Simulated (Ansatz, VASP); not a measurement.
InP: VASP beside Ansatz

```
In P
1.0
     0.00000    2.94991    2.94991
     2.94991    0.00000    2.94991
     2.94991    2.94991    0.00000
In P
1 1
Direct
  0.00000 0.00000 0.00000
  0.75000 0.75000 0.75000
```

Alike in both runs: task single point; functional r2SCAN50; k mesh 4 × 4 × 4; occupations fermi-dirac, width 0.05 eV; no spin polarisation.

|  | VASP | Ansatz |
| --- | --- | --- |
| version | VASP 6.6.1 | Ansatz 0.2.0 |
| potentials or method | VASP PAW PBE potentials, release 64 (In_d, P) | Ansatz PAW |
| plane-wave cutoff (eV) | 520 | 500 |
| valence electrons in the cell | 18 | 18 |

|  | VASP | Ansatz | Ansatz less VASP |
| --- | --- | --- | --- |
| gap on the k mesh at the Fermi level (eV) | 3.77 | 3.67 | -0.095 |
| least direct gap on the mesh (eV) | 3.77 | 3.67 | -0.095 |
| pressure (GPa) | -2.3 | -2.0 | +0.37 |

VASP's potentials were made for PBE, not for r2SCAN50.

The k mesh is coarse, so the values compare programs but aren't converged.
